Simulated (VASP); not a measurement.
Here is a VASP 6.6.1 calculation.

File INCAR:

```
SYSTEM = AsSe4
  PREC = Accurate
  ENCUT = 600
  EDIFF = 1E-7
  ISMEAR = 0
  SIGMA = 0.1
  LREAL = .FALSE.
  LASPH = .TRUE.
  NELM = 60
  ALGO = Normal
  ISIF = 3
  LWAVE = .FALSE.
  LCHARG = .FALSE.
  GGA = PE
  IBRION = 2
  NSW = 100
  EDIFFG = -0.01
```

Contents of KPOINTS:

```
Automatic mesh
0
G
  8 8 8
  0 0 0
```

The input POSCAR:

```
AsSe4
1.0
   -3.1338205549      3.1338205549      3.1338205549
    3.1338205549     -3.1338205549      3.1338205549
    3.1338205549      3.1338205549     -3.1338205549
As Se
1 4
Direct
    0.0000000000      0.0000000000      0.0000000000
    0.5000000000      0.5000000000      0.5000000000
    0.5000000000      0.0000000000      0.0000000000
    0.0000000000      0.0000000000      0.5000000000
    0.0000000000      0.5000000000      0.0000000000
```

Potentials or basis: VASP PAW PBE potentials, release 64 (As, Se).

The run is started by

```bash
$ cat potpaw_PBE.64/As/POTCAR potpaw_PBE.64/Se/POTCAR > POTCAR
$ mpirun -np 1 vasp_std > vasp.out
```

**Question.** Predict the band gap on the k mesh.

**Answer.** Zero (an odd number of electrons rules out a gap without spin polarisation).

Final structure:
```
As Se
1.0
    -3.13382    3.13382    3.13382
     3.13382   -3.13382    3.13382
     3.13382    3.13382   -3.13382
As Se
1 4
Direct
  0.00000 0.00000 0.00000
  0.50000 0.50000 0.50000
  0.50000 0.00000 0.00000
  0.00000 0.00000 0.50000
  0.00000 0.50000 0.00000
```

Caveat: the relaxation stopped at its first step, so nothing moved.
